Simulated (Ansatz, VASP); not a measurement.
## Two plane-wave programs on Ti

```xyz
2
Lattice="2.9002 0.0000 0.0000 -1.4501 2.5116 0.0000 0.0000 0.0000 4.5908" Properties=species:S:1:pos:R:3 pbc="T T T"
Ti   -0.2340    1.6744    1.0484
Ti    1.6841    0.8372    3.5424
```

Change from the starting cell: mode 4 frozen in at -0.234 Å and mode 6 at -0.099 Å (largest displacements).

Alike in both runs: task single point; functional PBEsol; k mesh 18 × 18 × 10; occupations gaussian, width 0.15 eV; no spin polarisation.

|  | VASP | Ansatz |
| --- | --- | --- |
| version | VASP 6.6.1 | Ansatz 0.2.0 |
| potentials or method | VASP PAW PBE potentials, release 64 (Ti_sv), cutoff 520 eV | scalar-relativistic, plane waves, PAW |
| valence electrons in the cell | 24 | 24 |

|  | VASP | Ansatz | Ansatz less VASP |
| --- | --- | --- | --- |
| gap on the k mesh at the Fermi level (eV) | none | none | - |
| pressure (GPa) | 0.2 | 0.4 | +0.22 |
| traceless stress, the component that is largest in VASP (GPa) | 4.31 | 4.36 | +0.051 |
| rms of the force components (eV/Å) | 0.585 | 0.580 | -0.0054 |

VASP's potentials were made for PBE, not for PBEsol, and Ansatz warns of the same on its side. Atom by atom the forces differ by 0.007 eV/Å (rms over components). A gap of «none» marks a metal or a gap that the smearing closes.
